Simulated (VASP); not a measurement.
Write the native input for VASP 6.6.1 that does the following.

| Property | Result |
| --- | --- |
| Task | single point |
| Functional | PBEsol |
| Potentials or basis | VASP PAW PBE potentials, release 64 (Ta_pv, N) |
| Cutoff | 520 eV |
| k mesh | 20 × 20 × 20 |
| Occupations | gaussian, width 0.15 eV |
| Spin | no spin polarisation |
| Dipole correction | no |
| Further INCAR settings | ALGO = Normal; EDIFF = 1e-07; NBANDS = 15 |

The structure of TaN lies in POSCAR:

```
TaN
1.0
    0.8520159090      2.6777642855      2.6777642855
    2.6777642855      0.8520159090      2.6777642855
    2.6777642855      2.6777642855      0.8520159090
Ta N
1 1
Direct
    0.5000000000      0.5000000000      0.5000000000
    0.0000000000      0.0000000000      0.0000000000
```

This cell differs from its parent crystal: ratio of the length along [111] to the lengths across it x 1.7, volume and fractional coordinates fixed.

One way to write it, as run:

INCAR

```
SYSTEM = TaN
ALGO = Normal
EDIFF = 1E-7
ENCUT = 520
GGA = PS
ISIF = 2
ISMEAR = 0
LASPH = .TRUE.
LCHARG = .FALSE.
LREAL = .FALSE.
LWAVE = .FALSE.
NBANDS = 15
NELM = 60
PREC = Accurate
SIGMA = 0.15
```

KPOINTS

```
k-points
0
G
  20 20 20
  0 0 0
```

Potentials or basis: VASP PAW PBE potentials, release 64 (Ta_pv, N).

Run with:

```bash
$ cat potpaw_PBE.64/Ta_pv/POTCAR potpaw_PBE.64/N/POTCAR > POTCAR
$ mpirun -np 1 vasp_std > vasp.out
```

It gave:

The pressure is 21.6 GPa. The band gap on the k mesh is zero (band 8 reaches 8.07 eV, above the bottom of band 9 at 7.04 eV).

Caveat: the PAW data sets were made with another functional, which shifts forces and pressure a little; spin-orbit coupling is left out, which moves the levels of the heavy elements.

Wall time 3.2 min on 1 thread of Intel(R) Xeon(R) 6975P-C (Granite Rapids), with other jobs on the host, peak memory 0.38 GiB.
